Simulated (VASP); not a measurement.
# MgF2 (P4_2/mnm) in VASP: single point with r2SCAN

Aim: the single point of MgF2 with r2SCAN.

Everything below comes from runs of VASP 6.6.1. Logs are shortened: lines on timing, memory, paths and dates and some standing lists are left out, and cuts for length are marked.

### Step 1. The cell of the first run

It takes space group P4_2/mnm (No. 136, tetragonal). The conventional cell has a = 4.560 Å, b = 4.560 Å, c = 2.976 Å, α = 90.00°, β = 90.00°, γ = 90.00°. Within 2.6 Å of Mg (site symmetry mmm) lie 6 F at 1.95 to 1.96 Å. Within 2.6 Å of F (site symmetry m2m) lie 3 Mg at 1.95 to 1.96 Å and 1 F at 2.54 Å.

### Step 2. Single point, r2SCAN

POSCAR reads:

```
MgF2
1.0
    4.5596216600      0.0000000000      0.0000000000
    0.0000000000      4.5596216600      0.0000000000
    0.0000000000      0.0000000000      2.9756481900
Mg F
2 4
Direct
    0.0000000000      0.0000000000      0.0000000000
    0.5000000000      0.5000000000      0.5000000000
    0.3028000000      0.3028000000      0.0000000000
    0.1972000000      0.8028000000      0.5000000000
    0.6972000000      0.6972000000      0.0000000000
    0.8028000000      0.1972000000      0.5000000000
```

INCAR.step1 reads:

```
SYSTEM = MgF2
PREC = Accurate
ENCUT = 660
ISMEAR = 0
SIGMA = 0.0242
LREAL = .False.
LASPH = .True.
NELM = 120
NBANDS = 25
GGA = PE
ALGO = Normal
EDIFF = 1E-5
LWAVE = .True.
LCHARG = .False.
GGA_COMPAT = .False.
```

INCAR.step2 reads:

```
SYSTEM = MgF2
PREC = Accurate
ENCUT = 660
EDIFF = 1E-6
ISMEAR = 0
SIGMA = 0.0242
LREAL = .False.
LASPH = .True.
NELM = 120
ALGO = Normal
ISIF = 2
LWAVE = .False.
LCHARG = .False.
METAGGA = R2SCAN
LMIXTAU = .True.
NBANDS = 25
ISTART = 1
GGA_COMPAT = .False.
```

KPOINTS reads:

```
Automatic mesh
0
Gamma
  6 6 9
  0 0 0
```

Potentials or basis: VASP PAW PBE potentials, release 64 (Mg, F).

Command:

```bash
$ cat potpaw_PBE.64/Mg/POTCAR potpaw_PBE.64/F/POTCAR > POTCAR
$ cp INCAR.step1 INCAR
$ mpirun -np 1 vasp_std > vasp.out
$ cp INCAR.step2 INCAR
$ mpirun -np 1 vasp_std > vasp.out
```

OUTCAR:

```text
SYSTEM = MgF2
   PREC = Accurate
   ENCUT = 660
   EDIFF = 1E-6
   ISMEAR = 0
   LREAL = .False.
   LASPH = .True.
   NELM = 120
   ISIF = 2
   METAGGA = R2SCAN
   ISTART = 1

 ion  position               nearest neighbor table
   1  0.000  0.000  0.000-   3 1.95   5 1.95   4 1.96   6 1.96   4 1.96   6 1.96   2 3.55   2 3.55
                             2 3.55   2 3.55   2 3.55   2 3.55   2 3.55   2 3.55
   2  0.500  0.500  0.500-   4 1.95   6 1.95   5 1.96   3 1.96   3 1.96   5 1.96   1 3.55   1 3.55
                             1 3.55   1 3.55   1 3.55   1 3.55   1 3.55   1 3.55
   3  0.303  0.303  0.000-   1 1.95   2 1.96   2 1.96
   4  0.197  0.803  0.500-   2 1.95   1 1.96   1 1.96
   5  0.697  0.697  0.000-   1 1.95   2 1.96   2 1.96
   6  0.803  0.197  0.500-   2 1.95   1 1.96   1 1.96

  LATTYP: Found a simple tetragonal cell.
 ALAT       =     4.5596216600
 C/A-ratio  =     0.6526085741

  Lattice vectors:

 A1 = (   4.5596216600,   0.0000000000,   0.0000000000)
 A2 = (   0.0000000000,   4.5596216600,   0.0000000000)
 A3 = (   0.0000000000,   0.0000000000,   2.9756481900)

Analysis of symmetry for initial positions (statically):
=====================================================================
 Subroutine PRICEL returns:
 Original cell was already a primitive cell.

 Routine SETGRP: Setting up the symmetry group for a
 simple tetragonal supercell.

 Subroutine GETGRP returns: Found 16 space group operations
 (whereof  8 operations were pure point group operations)
 out of a pool of 16 trial point group operations.

The static configuration has the point symmetry D_2h.
 The point group associated with its full space group is D_4h.

Analysis of symmetry for dynamics (positions and initial velocities):
=====================================================================
 Subroutine PRICEL returns:
 Original cell was already a primitive cell.

 Routine SETGRP: Setting up the symmetry group for a
 simple tetragonal supercell.

 Subroutine GETGRP returns: Found 16 space group operations
 (whereof  8 operations were pure point group operations)
 out of a pool of 16 trial point group operations.

The dynamic configuration has the point symmetry D_2h.
 The point group associated with its full space group is D_4h.

 Subroutine INISYM returns: Found 16 space group operations
 (whereof  8 operations are pure point group operations),
 and found     1 'primitive' translations

----------------------------------------------------------------------------------------

                                     Primitive cell

  volume of cell :      61.8642

  direct lattice vectors                    reciprocal lattice vectors
     4.559621660  0.000000000  0.000000000     0.219316442  0.000000000  0.000000000
     0.000000000  4.559621660  0.000000000     0.000000000  0.219316442  0.000000000
     0.000000000  0.000000000  2.975648190     0.000000000  0.000000000  0.336061233

  length of vectors
     4.559621660  4.559621660  2.975648190     0.219316442  0.219316442  0.336061233

  position of ions in fractional coordinates (direct lattice)
     0.000000000  0.000000000  0.000000000
     0.500000000  0.500000000  0.500000000
     0.302800000  0.302800000  0.000000000
     0.197200000  0.802800000  0.500000000
     0.697200000  0.697200000  0.000000000
     0.802800000  0.197200000  0.500000000

  ion indices of the primitive-cell ions
   primitive index   ion index
                 1           1
                 2           2
                 3           3
                 4           4
                 5           5
                 6           6

----------------------------------------------------------------------------------------

 KPOINTS: Automatic mesh

Automatic generation of k-mesh.
 Grid dimensions read from file:
 generate k-points for:    6    6    9

 Generating k-lattice:

  Cartesian coordinates                     Fractional coordinates (reciprocal lattice)
     0.036552740  0.000000000  0.000000000     0.166666667  0.000000000  0.000000000
     0.000000000  0.036552740  0.000000000     0.000000000  0.166666667  0.000000000
     0.000000000  0.000000000  0.037340137     0.000000000  0.000000000  0.111111111

  Length of vectors
     0.036552740  0.036552740  0.037340137

  Shift w.r.t. Gamma in fractional coordinates (k-lattice)
     0.000000000  0.000000000  0.000000000

 Subroutine IBZKPT returns following result:
 ===========================================

 Found     50 irreducible k-points:

 Following reciprocal coordinates:
            Coordinates               Weight
  0.000000  0.000000  0.000000      1.000000
  0.166667  0.000000  0.000000      4.000000
  0.333333  0.000000  0.000000      4.000000
  0.500000  0.000000  0.000000      2.000000
  0.166667  0.166667  0.000000      4.000000
  0.333333  0.166667  0.000000      8.000000
[... 16 lines left out ...]
  0.333333  0.000000  0.222222      8.000000
  0.500000  0.000000  0.222222      4.000000
 [... further k-points ...]
   k-points           NKPTS =     50   k-points in BZ     NKDIM =     50   number of bands    NBANDS=     25
   number of dos      NEDOS =    301   number of ions     NIONS =      6
   total plane-waves  NPLWV =  44800
   dimension x,y,z NGX =    40 NGY =   40 NGZ =   28
   dimension x,y,z NGXF=    80 NGYF=   80 NGZF=   56
   ions per type =               2   4
   NGX,Y,Z   is equivalent  to a cutoff of  14.58, 14.58, 15.64 a.u.
   NGXF,Y,Z  is equivalent  to a cutoff of  29.17, 29.17, 31.29 a.u.
 SYSTEM =  MgF2
   PREC   = accura    normal or accurate (medium, high low for compatibility)
   ISTART =      1    job   : 0-new  1-cont  2-samecut
   ICHARG =      0    charge: 1-file 2-atom 10-const
   ISPIN  =      1    spin polarized calculation?
   LNONCOLLINEAR =      F non collinear calculations
   LSORBIT =      F    spin-orbit coupling
   LASPH  =      T    aspherical Exc in radial PAW
   ENCUT  =  660.0 eV  48.51 Ry    6.96 a.u.   9.55  9.55  6.23*2*pi/ulx,y,z
   NELM   =    120;   NELMIN=  2; NELMDL=  0     # of ELM steps
   EDIFF  = 0.1E-05   stopping-criterion for ELM
   LREAL  =      F    real-space projection
   EDIFFG = 0.1E-04   stopping-criterion for IOM
   NSW    =      0    number of steps for IOM
   IBRION =     -1    ionic relax: 0-MD 1-quasi-New 2-CG
   NFREE  =      0    steps in history (QN), initial steepest desc. (CG)
   ISIF   =      2    stress and relaxation
   ISYM   =      2    0-nonsym 1-usesym 2-fastsym
   POTIM  = 0.5000    time-step for ionic-motion
   TEBEG  =    0.0;   TEEND  =   0.0 temperature during run
   PSTRESS=    0.0 pullay stress
   NELECT =      32.0000    total number of electrons
   NUPDOWN=      -1.0000    fix difference up-down
   EMIN   =  10.00;   EMAX   =-10.00  energy-range for DOS
   EFERMI =   0.00;   METHOD = LEGACY
   ISMEAR =     0;   SIGMA  =   0.02  broadening in eV -4-tet -1-fermi 0-gaus
   EFERMI_NEDOS =   21; number of points for ismear=-14 and -15
   IALGO  =     38    algorithm
   IMIX   =      4    mixing-type and parameters
     AMIX     =   0.40;   BMIX     =  1.00
     AMIX_MAG =   1.60;   BMIX_MAG =  1.00
  volume/ion in A,a.u.               =      10.31        69.58
  Fermi-wavevector in a.u.,A,eV,Ry     =   1.314150  2.483384 23.497145  1.726991
  Thomas-Fermi vector in A             =   2.444423
   LORBIT       =      0    0 simple, 1 ext, 2 COOP (PROOUT), +10 PAW based schemes
   METAGGA = R2SCAN    functional components
   LHFCALC =     F    Hartree Fock is set to
   AEXX    =    0.0000 exact exchange contribution
   IVDW    =     0    specifies the selected vdW correction
   LEPSILON=     F    determine dielectric tensor
   LRPA    =     F    only Hartree local field effects (RPA)
 non-spin polarized calculation
 Gauss-broadening in eV      SIGMA  =   0.02
  energy-cutoff  :      660.00
  volume of cell :       61.86
 maximum number of plane-waves:      2412
 NGX is ok and might be reduce to    40
   NGX = 19   NGY = 19   NGZ = 13

 number of electron      31.9999999 magnetization

 Free energy of the ion-electron system (eV)
  ---------------------------------------------------
  ext. energy  EPLUGINS =         0.00000000
  ---------------------------------------------------
  free energy    TOTEN  =       -43.81403184 eV

  energy without entropy =      -43.81403184  energy(sigma->0) =      -43.81403184

 E-fermi :  -1.3742     XC(G=0): -10.5213

 val. band max:       -1.5404164509   @ k =   0.0000   0.0000   0.0000
 cond. band min:       6.8798079042   @ k =   0.0000   0.0000   0.0000
 fundamental gap:      8.4202243551
 Fermi energy:        -1.3741519047

 k-point     1 :       0.0000    0.0000    0.0000
  band No.  band energies     occupation
      1     -23.6129      2.00000
      2     -22.7402      2.00000
      3     -22.7402      2.00000
      4     -22.6355      2.00000
      5      -5.8031      2.00000
      6      -4.2777      2.00000
[... 17 lines left out ...]
     24      18.9200      0.00000
     25      18.9200      0.00000

 k-point     2 :       0.1667    0.0000    0.0000
  band No.  band energies     occupation
      1     -23.5644      2.00000
      2     -22.8339      2.00000
      3     -22.7266      2.00000
      4     -22.6109      2.00000
      5      -5.6965      2.00000
      6      -4.2257      2.00000
[... 17 lines left out ...]
     24      18.6087      0.00000
     25      18.9527      0.00000

 k-point     3 :       0.3333    0.0000    0.0000
  band No.  band energies     occupation
      1     -23.4285      2.00000
      2     -23.0189      2.00000
      3     -22.6905      2.00000
      4     -22.6120      2.00000
      5      -5.4189      2.00000
      6      -4.6058      2.00000
[... 552 lines left out ...]
 k-point    23 :       0.3333    0.0000    0.2222
  band No.  band energies     occupation
      1     -23.2760      2.00000
      2     -22.9401      2.00000
      3     -22.6741      2.00000
      4     -22.6307      2.00000
      5      -5.1580      2.00000
      6      -4.4803      2.00000
[... 17 lines left out ...]
     24      17.1920      0.00000
     25      17.5395      0.00000

 k-point    24 :       0.5000    0.0000    0.2222
  band No.  band energies     occupation
      1     -23.1143      2.00000
      2     -23.1143      2.00000
      3     -22.6482      2.00000
      4     -22.6482      2.00000
      5      -4.8351      2.00000
      6      -4.8351      2.00000
[... 17 lines left out ...]
     24      16.6839      0.00000
     25      17.9673      0.00000

 [... further k-points ...]

------------------------ aborting loop because EDIFF is reached ----------------------------------------

  FORCE on cell =-STRESS in cart. coord.  units (eV):
  Direction    XX          YY          ZZ          XY          YZ          ZX
  --------------------------------------------------------------------------------------
  -------------------------------------------------------------------------------------
  Total        1.5094909      1.5094909      2.3630302     -0.0000000      0.0000000      0.0000000
  in kB       39.0932583     39.0932583     61.1984838     -0.0000000      0.0000000      0.0000000
  external PRESSURE =      46.4616668 kB  Pullay stress =       0.0000000 kB

 VOLUME and BASIS-vectors are now :
 -----------------------------------------------------------------------------
  energy-cutoff  :      660.00
  volume of cell :       61.86
      direct lattice vectors                 reciprocal lattice vectors
     4.559621660  0.000000000  0.000000000     0.219316442  0.000000000  0.000000000
     0.000000000  4.559621660  0.000000000     0.000000000  0.219316442  0.000000000
     0.000000000  0.000000000  2.975648190     0.000000000  0.000000000  0.336061233

 POSITION                                       TOTAL-FORCE (eV/Angst)
 -----------------------------------------------------------------------------------
      0.00000      0.00000      0.00000         0.000000      0.000000     -0.000000
      2.27981      2.27981      1.48782         0.000000      0.000000     -0.000000
      1.38065      1.38065      0.00000        -0.065611     -0.065611      0.000000
      0.89916      3.66046      1.48782         0.065611     -0.065611      0.000000
      3.17897      3.17897      0.00000         0.065611      0.065611     -0.000000
      3.66046      0.89916      1.48782        -0.065611      0.065611     -0.000000
 -----------------------------------------------------------------------------------
    total drift:                                0.000000     -0.000000     -0.000000

  FREE ENERGIE OF THE ION-ELECTRON SYSTEM (eV)
  ---------------------------------------------------
  free  energy   TOTEN  =       -43.8140318430 eV

  energy  without entropy=      -43.8140318430  energy(sigma->0) =      -43.81403184
```

Wall time 4.1 min (1 thread of Intel Xeon Platinum 8124M at 3.00GHz (Skylake/Cascade Lake), shared host); peak memory 0.27 GiB.

Results:

```yaml
Free_energy: -43.8140 eV
Pressure: 4.6 GPa
Largest_force: 0.093 eV/Å
Band_gap_on_the_k_mesh: 8.42 eV, direct
```

Forces on the atoms (eV/Å):
```
Mg   0.000  0.000  0.000
Mg   0.000  0.000  0.000
F   -0.066 -0.066  0.000
F    0.066 -0.066  0.000
F    0.066  0.066  0.000
F   -0.066  0.066  0.000
```

Levels at points of the mesh, in eV from the valence-band top:
```csv
k point,band 12,band 13,band 14,band 15,band 16,band 17,band 18,band 19,band 20,band 21
"(0.00, 0.00, 0.00)",-1.28,-0.73,-0.34,-0.34,0.00,8.42,13.67,13.67,15.21,15.80
"(0.50, 0.00, 0.00)",-1.47,-1.01,-1.01,-0.41,-0.41,10.91,10.91,14.99,14.99,17.09
"(0.50, 0.50, 0.00)",-1.33,-1.00,-1.00,-0.87,-0.87,12.61,12.61,12.90,12.90,18.99
```

Caveat: the PAW data sets were made with another functional, which shifts forces and pressure a little.
